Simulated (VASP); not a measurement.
BiB2Sb, 4 atoms in the cell. Symmetry: P-4m2, No. 115, tetragonal system. Conventional cell: a = 3.793 Å, b = 3.793 Å, c = 5.365 Å, α = 90.00°, β = 90.00°, γ = 90.00°. Within 3.0 Å of Sb (site symmetry -4m2) lie 4 B at 2.29 Å. B (site symmetry 2mm) has 2 Sb at 2.29 Å and 2 Bi at 2.36 Å within 3.0 Å. Within 3.1 Å of Bi (site symmetry -4m2) lie 4 B at 2.36 Å. 

```yaml
Program: VASP 6.6.1
Task: single point
Functional: r2SCAN
Potentials_or_basis: VASP PAW PBE potentials, release 64 (Sb, B, Bi_d)
Cutoff: 520 eV
k_mesh: 6 × 6 × 6
Occupations: gaussian, width 0.01 eV
Spin: no spin polarisation
Dipole_correction: no
Further_INCAR_settings: ALGO = Normal; EDIFF = 1e-07; NBANDS = 21
```

Potentials or basis: VASP PAW PBE potentials, release 64 (Sb, B, Bi_d).

Launch:

```sh
$ cat potpaw_PBE.64/Sb/POTCAR potpaw_PBE.64/B/POTCAR potpaw_PBE.64/Bi_d/POTCAR > POTCAR
$ cp INCAR.step1 INCAR
$ mpirun -np 1 vasp_std > vasp.out
$ cp INCAR.step2 INCAR
$ mpirun -np 1 vasp_std > vasp.out
```

Hardware: 1 thread of AMD EPYC 7R13 Processor (Zen 3), on a shared host.

Question: How long does it take, and how much memory?

Answer: Run time: 2.2 min on 1 thread of AMD EPYC 7R13 Processor (Zen 3) (shared host), peak memory 0.19 GiB. Counts: k points 40.
